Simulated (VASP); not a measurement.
Ag: single point with PBE

The system is Ag.

```
Ag
1.0
    -1.78811    1.78811    1.52320
     1.78811   -1.78811    1.52320
     1.78811    1.78811   -1.52320
Ag
1
Cartesian
  0.0000 0.0000 0.0000
```

This cell differs from its parent crystal: strain +0.080 along x and y, -0.080 along z.

```
Program             : VASP 6.6.1
Task                : single point
Functional          : PBE
Potentials or basis : VASP PAW PBE potentials, release 64 (Ag)
Cutoff              : 520 eV
k mesh              : 20 × 20 × 20
Occupations         : gaussian, width 0.15 eV
Spin                : no spin polarisation
```

* Pressure: -5.4 GPa

Stress tensor (GPa, compression positive):
```
-5.54  0.00  0.00
 0.00 -5.54  0.00
 0.00  0.00 -5.25
```

Levels at points of the mesh, in eV from the Fermi level:
| k point | band 3 | band 4 | band 5 | band 6 | band 7 | band 8 | band 9 | band 10 |
| --- | --- | --- | --- | --- | --- | --- | --- | --- |
| (0.00, 0.00, 0.00) | -4.20 | -4.20 | -3.94 | -3.19 | 16.15 | 16.15 | 19.58 | 21.40 |
| (0.50, 0.00, 0.00) | -3.55 | -2.95 | -2.69 | 0.59 | 4.05 | 12.07 | 12.34 | 17.68 |
| (0.50, 0.50, 0.00) | -4.01 | -3.53 | -2.72 | -0.30 | 2.47 | 14.74 | 15.88 | 20.39 |
| (0.50, 0.50, 0.50) | -2.88 | -2.88 | -2.71 | 5.15 | 5.15 | 9.62 | 9.70 | 11.07 |

It took 37 s on 1 thread of Intel(R) Xeon(R) 6975P-C (Granite Rapids), on a shared host, peak memory 0.24 GiB.

Caveat: the cell differs from its parent crystal (strain +0.080 along x and y, -0.080 along z).
